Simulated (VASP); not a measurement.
# SiGe (P6_3mc) in VASP: further runs

SiGe is run at these levels: PBEsol; tasks: single point.

Everything below comes from runs of VASP 6.6.1. Logs are shortened: lines on timing, memory, paths and dates and some standing lists are left out, and cuts for length are marked.

### 1 The cell of the first run

It takes space group P6_3mc (No. 186, hexagonal). The conventional cell has a = 3.842 Å, b = 3.842 Å, c = 6.474 Å, α = 90.00°, β = 90.00°, γ = 120.00°. Within 3.1 Å of Si (site symmetry 3m) lie 4 Ge at 2.37 to 2.40 Å. Within 3.1 Å of Ge (site symmetry 3m) lie 4 Si at 2.37 to 2.40 Å.

### 2 Single point, PBEsol

Contents of INCAR:

```
SYSTEM = SiGe
PREC = Accurate
ENCUT = 500
EDIFF = 1E-6
ISMEAR = 0
SIGMA = 0.01
LREAL = .FALSE.
LASPH = .TRUE.
NELM = 120
ALGO = Normal
ISIF = 2
LWAVE = .FALSE.
LCHARG = .FALSE.
GGA = PS
NBANDS = 26
GGA_COMPAT = .FALSE.
```

Contents of KPOINTS:

```
Automatic mesh
0
G
  9 9 6
  0 0 0
```

Contents of POSCAR:

```
SiGe
1.0
    3.8420878787      0.0000000000      0.0000000000
   -1.9210439394      3.3273457065      0.0000000000
    0.0000000000      0.0000000000      6.4743119853
Si Ge
2 2
Direct
    0.3333333333      0.6666666667      0.0013359029
    0.6666666667      0.3333333333      0.5013359029
    0.3333333333      0.6666666667      0.3726640971
    0.6666666667      0.3333333333      0.8726640971
```

Potentials or basis: VASP PAW PBE potentials, release 64 (Si, Ge_d).

Command:

```bash
$ cat potpaw_PBE.64/Si/POTCAR potpaw_PBE.64/Ge_d/POTCAR > POTCAR
$ mpirun -np 1 vasp_std > vasp.out
```

OUTCAR:

```text
SYSTEM = SiGe
   PREC = Accurate
   ENCUT = 500
   EDIFF = 1E-6
   ISMEAR = 0
   LREAL = .FALSE.
   LASPH = .TRUE.
   NELM = 120
   ISIF = 2
   GGA = PS

 ion  position               nearest neighbor table
   1  0.333  0.667  0.001-   4 2.37   4 2.37   4 2.37   3 2.40
   2  0.667  0.333  0.501-   3 2.37   3 2.37   3 2.37   4 2.40
   3  0.333  0.667  0.373-   2 2.37   2 2.37   2 2.37   1 2.40
   4  0.667  0.333  0.873-   1 2.37   1 2.37   1 2.37   2 2.40

  LATTYP: Found a hexagonal cell.
 ALAT       =     3.8420878787
 C/A-ratio  =     1.6851025249

  Lattice vectors:

 A1 = (   3.8420878787,   0.0000000000,   0.0000000000)
 A2 = (  -1.9210439394,   3.3273457065,   0.0000000000)
 A3 = (   0.0000000000,   0.0000000000,   6.4743119853)

Analysis of symmetry for initial positions (statically):
=====================================================================
 Subroutine PRICEL returns:
 Original cell was already a primitive cell.

 Routine SETGRP: Setting up the symmetry group for a
 hexagonal supercell.

 Subroutine GETGRP returns: Found 12 space group operations
 (whereof  6 operations were pure point group operations)
 out of a pool of 24 trial point group operations.

The static configuration has the point symmetry C_3v.
 The point group associated with its full space group is C_6v.

Analysis of symmetry for dynamics (positions and initial velocities):
=====================================================================
 Subroutine PRICEL returns:
 Original cell was already a primitive cell.

 Routine SETGRP: Setting up the symmetry group for a
 hexagonal supercell.

 Subroutine GETGRP returns: Found 12 space group operations
 (whereof  6 operations were pure point group operations)
 out of a pool of 24 trial point group operations.

The dynamic configuration has the point symmetry C_3v.
 The point group associated with its full space group is C_6v.

 Subroutine INISYM returns: Found 12 space group operations
 (whereof  6 operations are pure point group operations),
 and found     1 'primitive' translations

----------------------------------------------------------------------------------------

                                     Primitive cell

  volume of cell :      82.7673

  direct lattice vectors                    reciprocal lattice vectors
     3.842087879  0.000000000  0.000000000     0.260275150  0.150269928  0.000000000
    -1.921043939  3.327345707  0.000000000     0.000000000  0.300539856  0.000000000
     0.000000000  0.000000000  6.474311985     0.000000000  0.000000000  0.154456567

  length of vectors
     3.842087879  3.842087879  6.474311985     0.300539856  0.300539856  0.154456567

  position of ions in fractional coordinates (direct lattice)
     0.333333333  0.666666667  0.001335903
     0.666666667  0.333333333  0.501335903
     0.333333333  0.666666667  0.372664097
     0.666666667  0.333333333  0.872664097

  ion indices of the primitive-cell ions
   primitive index   ion index
                 1           1
                 2           2
                 3           3
                 4           4

----------------------------------------------------------------------------------------

 KPOINTS: Automatic mesh

Automatic generation of k-mesh.
 Grid dimensions read from file:
 generate k-points for:    9    9    6

 Generating k-lattice:

  Cartesian coordinates                     Fractional coordinates (reciprocal lattice)
     0.028919461  0.016696659  0.000000000     0.111111111  0.000000000  0.000000000
     0.000000000  0.033393317  0.000000000     0.000000000  0.111111111  0.000000000
     0.000000000  0.000000000  0.025742761     0.000000000  0.000000000  0.166666667

  Length of vectors
     0.033393317  0.033393317  0.025742761

  Shift w.r.t. Gamma in fractional coordinates (k-lattice)
     0.000000000  0.000000000  0.000000000

 Subroutine IBZKPT returns following result:
 ===========================================

 Found     48 irreducible k-points:

 Following reciprocal coordinates:
            Coordinates               Weight
  0.000000  0.000000  0.000000      1.000000
  0.111111  0.000000  0.000000      6.000000
  0.222222  0.000000  0.000000      6.000000
  0.333333  0.000000  0.000000      6.000000
  0.444444  0.000000  0.000000      6.000000
  0.111111  0.111111  0.000000      6.000000
[... 16 lines left out ...]
  0.333333  0.222222  0.166667     24.000000
  0.333333  0.333333  0.166667      4.000000
 [... further k-points ...]
   k-points           NKPTS =     48   k-points in BZ     NKDIM =     48   number of bands    NBANDS=     26
   number of dos      NEDOS =    301   number of ions     NIONS =      4
   total plane-waves  NPLWV =  37632
   dimension x,y,z NGX =    28 NGY =   28 NGZ =   48
   dimension x,y,z NGXF=    56 NGYF=   56 NGZF=   96
   ions per type =               2   2
   NGX,Y,Z   is equivalent  to a cutoff of  12.12, 12.12, 12.33 a.u.
   NGXF,Y,Z  is equivalent  to a cutoff of  24.23, 24.23, 24.65 a.u.
 SYSTEM =  SiGe
   PREC   = accura    normal or accurate (medium, high low for compatibility)
   ISTART =      0    job   : 0-new  1-cont  2-samecut
   ICHARG =      2    charge: 1-file 2-atom 10-const
   ISPIN  =      1    spin polarized calculation?
   LNONCOLLINEAR =      F non collinear calculations
   LSORBIT =      F    spin-orbit coupling
   LASPH  =      T    aspherical Exc in radial PAW
   ENCUT  =  500.0 eV  36.75 Ry    6.06 a.u.   7.01  7.01 11.80*2*pi/ulx,y,z
   NELM   =    120;   NELMIN=  2; NELMDL= -5     # of ELM steps
   EDIFF  = 0.1E-05   stopping-criterion for ELM
   LREAL  =      F    real-space projection
   EDIFFG = 0.1E-04   stopping-criterion for IOM
   NSW    =      0    number of steps for IOM
   IBRION =     -1    ionic relax: 0-MD 1-quasi-New 2-CG
   NFREE  =      0    steps in history (QN), initial steepest desc. (CG)
   ISIF   =      2    stress and relaxation
   ISYM   =      2    0-nonsym 1-usesym 2-fastsym
   POTIM  = 0.5000    time-step for ionic-motion
   TEBEG  =    0.0;   TEEND  =   0.0 temperature during run
   PSTRESS=    0.0 pullay stress
   NELECT =      36.0000    total number of electrons
   NUPDOWN=      -1.0000    fix difference up-down
   EMIN   =  10.00;   EMAX   =-10.00  energy-range for DOS
   EFERMI =   0.00;   METHOD = LEGACY
   ISMEAR =     0;   SIGMA  =   0.01  broadening in eV -4-tet -1-fermi 0-gaus
   EFERMI_NEDOS =   21; number of points for ismear=-14 and -15
   IALGO  =     38    algorithm
   IMIX   =      4    mixing-type and parameters
     AMIX     =   0.40;   BMIX     =  1.00
     AMIX_MAG =   1.60;   BMIX_MAG =  1.00
  volume/ion in A,a.u.               =      20.69       139.64
  Fermi-wavevector in a.u.,A,eV,Ry     =   1.240384  2.343985 20.933267  1.538552
  Thomas-Fermi vector in A             =   2.374827
   LORBIT       =      0    0 simple, 1 ext, 2 COOP (PROOUT), +10 PAW based schemes
   GGA     = PS    functional components
   LHFCALC =     F    Hartree Fock is set to
   AEXX    =    0.0000 exact exchange contribution
   IVDW    =     0    specifies the selected vdW correction
   LEPSILON=     F    determine dielectric tensor
   LRPA    =     F    only Hartree local field effects (RPA)
 non-spin polarized calculation
 Gauss-broadening in eV      SIGMA  =   0.01
  energy-cutoff  :      500.00
  volume of cell :       82.77
 maximum number of plane-waves:      2120
 NGX is ok and might be reduce to    28
   NGX = 13   NGY = 13   NGZ = 23

 number of electron      36.0000008 magnetization

 Free energy of the ion-electron system (eV)
  ---------------------------------------------------
  ext. energy  EPLUGINS =         0.00000000
  ---------------------------------------------------
  free energy    TOTEN  =       -21.23357693 eV

  energy without entropy =      -21.23357693  energy(sigma->0) =      -21.23357693

 E-fermi :   5.9807     XC(G=0):  -9.9932

 val. band max:        5.8785050926   @ k =   0.0000   0.0000   0.0000
 cond. band min:       6.1873779822   @ k =   0.4444   0.0000   0.3333
 fundamental gap:      0.3088728897
 Fermi energy:         5.9806520020

 k-point     1 :       0.0000    0.0000    0.0000
  band No.  band energies     occupation
      1     -18.7305      2.00000
      2     -18.7301      2.00000
      3     -18.7262      2.00000
      4     -18.7262      2.00000
      5     -18.7229      2.00000
      6     -18.7229      2.00000
[... 18 lines left out ...]
     25      10.1590      0.00000
     26      12.3641      0.00000

 k-point     2 :       0.1111    0.0000    0.0000
  band No.  band energies     occupation
      1     -18.7302      2.00000
      2     -18.7297      2.00000
      3     -18.7265      2.00000
      4     -18.7254      2.00000
      5     -18.7226      2.00000
      6     -18.7221      2.00000
[... 18 lines left out ...]
     25      10.7250      0.00000
     26      11.4497      0.00000

 k-point     3 :       0.2222    0.0000    0.0000
  band No.  band energies     occupation
      1     -18.7312      2.00000
      2     -18.7278      2.00000
      3     -18.7272      2.00000
      4     -18.7239      2.00000
      5     -18.7212      2.00000
      6     -18.7199      2.00000
[... 18 lines left out ...]
     25      12.0822      0.00000
     26      12.1713      0.00000

 k-point     4 :       0.3333    0.0000    0.0000
  band No.  band energies     occupation
      1     -18.7328      2.00000
      2     -18.7285      2.00000
      3     -18.7254      2.00000
      4     -18.7225      2.00000
      5     -18.7191      2.00000
      6     -18.7177      2.00000
[... 18 lines left out ...]
     25      12.5689      0.00000
     26      13.2483      0.00000
[... 496 lines left out ...]
      1     -18.7308      2.00000
      2     -18.7292      2.00000
      3     -18.7235      2.00000
      4     -18.7232      2.00000
      5     -18.7189      2.00000
      6     -18.7180      2.00000
[... 18 lines left out ...]
     25      11.6330      0.00000
     26      11.9438      0.00000

 k-point    23 :       0.3333    0.2222    0.1667
  band No.  band energies     occupation
      1     -18.7308      2.00000
      2     -18.7289      2.00000
      3     -18.7233      2.00000
      4     -18.7214      2.00000
      5     -18.7187      2.00000
      6     -18.7178      2.00000
[... 18 lines left out ...]
     25      12.5417      0.00000
     26      13.1720      0.00000

 k-point    24 :       0.3333    0.3333    0.1667
  band No.  band energies     occupation
      1     -18.7292      2.00000
      2     -18.7292      2.00000
      3     -18.7234      2.00000
      4     -18.7198      2.00000
      5     -18.7198      2.00000
      6     -18.7183      2.00000
[... 18 lines left out ...]
     25      13.1828      0.00000
     26      13.3215      0.00000

 [... further k-points ...]
[... 5 lines left out ...]
  --------------------------------------------------------------------------------------
  -------------------------------------------------------------------------------------
  Total        1.6364091      1.6364091     -0.0368526     -0.0000000     -0.0000000      0.0000000
  in kB       31.6769694     31.6769694     -0.7133779     -0.0000000     -0.0000000      0.0000000
  external PRESSURE =      20.8801870 kB  Pullay stress =       0.0000000 kB

 VOLUME and BASIS-vectors are now :
 -----------------------------------------------------------------------------
  energy-cutoff  :      500.00
  volume of cell :       82.77
      direct lattice vectors                 reciprocal lattice vectors
     3.842087879  0.000000000  0.000000000     0.260275150  0.150269928  0.000000000
    -1.921043939  3.327345707  0.000000000     0.000000000  0.300539856  0.000000000
     0.000000000  0.000000000  6.474311985     0.000000000  0.000000000  0.154456567

 POSITION                                       TOTAL-FORCE (eV/Angst)
 -----------------------------------------------------------------------------------
     -0.00000      2.21823      0.00865        -0.000000      0.000000     -0.000341
      1.92104      1.10912      3.24581        -0.000000      0.000000     -0.000341
     -0.00000      2.21823      2.41274         0.000000      0.000000      0.000341
      1.92104      1.10912      5.64990        -0.000000      0.000000      0.000341
 -----------------------------------------------------------------------------------
    total drift:                               -0.000000      0.000000     -0.003029

  FREE ENERGIE OF THE ION-ELECTRON SYSTEM (eV)
  ---------------------------------------------------
  free  energy   TOTEN  =       -21.2335769252 eV

  energy  without entropy=      -21.2335769252  energy(sigma->0) =      -21.23357693
```

Run time: 1.8 min. Hardware: 1 thread of Intel Xeon 8259CL, shared host; peak memory 0.24 GiB.

What came out:

| Property | Result |
| --- | --- |
| Free energy | -21.2336 eV |
| Pressure | 2.1 GPa |
| Band gap on the k mesh | 0.31 eV (least direct gap 0.67 eV) |

Levels at points of the mesh, in eV from the valence-band top:
| k point | band 14 | band 15 | band 16 | band 17 | band 18 | band 19 | band 20 | band 21 | band 22 | band 23 |
| --- | --- | --- | --- | --- | --- | --- | --- | --- | --- | --- |
| (0.00, 0.00, 0.00) | -1.56 | -1.56 | -0.52 | 0.00 | 0.00 | 0.67 | 1.41 | 2.06 | 2.06 | 2.73 |
| (0.00, 0.00, 0.50) | -4.82 | -0.95 | -0.95 | -0.95 | -0.95 | 1.44 | 1.44 | 3.10 | 3.10 | 3.10 |

Caveat: the PAW data sets were made with another functional, which shifts forces and pressure a little; an odd mesh through Γ misses points on the zone boundary, where band edges can lie.

### 3 Single point, PBEsol

Contents of INCAR:

```
PREC = Accurate
ENCUT = 500
EDIFF = 1E-6
ISMEAR = 0
SIGMA = 0.01
LREAL = False
LASPH = True
NELM = 120
ALGO = Normal
ISIF = 2
LWAVE = False
LCHARG = False
GGA = PS
NBANDS = 26
GGA_COMPAT = False
```

Contents of KPOINTS:

```
regular mesh
0
Gamma
  9 9 6
```

POSCAR is that of step 2.

Potentials or basis: VASP PAW PBE potentials, release 64 (Si, Ge_d).

Command:

```bash
$ cat potpaw_PBE.64/Si/POTCAR potpaw_PBE.64/Ge_d/POTCAR > POTCAR
$ mpirun -np 1 vasp_std > vasp.out
```

It took 98 s on 1 thread of Intel Xeon 8259CL, shared host; peak memory 0.23 GiB.

Results (log left out):

- Free energy: -21.2336 eV
- Pressure: 2.1 GPa
- Band gap on the k mesh: 0.31 eV (least direct gap 0.67 eV)

Stress tensor (GPa, compression positive):
```
 3.17  0.00  0.00
 0.00  3.17  0.00
 0.00  0.00 -0.07
```

Levels at points of the mesh, in eV from the valence-band top:
```
           k point  band 15  band 16  band 17  band 18  band 19  band 20  band 21  band 22
(0.00, 0.00, 0.00)    -1.56    -0.52     0.00     0.00     0.67     1.41     2.06     2.06
(0.00, 0.00, 0.50)    -0.95    -0.95    -0.95    -0.95     1.44     1.44     3.10     3.10
```

Caveat: the PAW data sets were made with another functional, which shifts forces and pressure a little; an odd mesh through Γ misses points on the zone boundary, where band edges can lie.
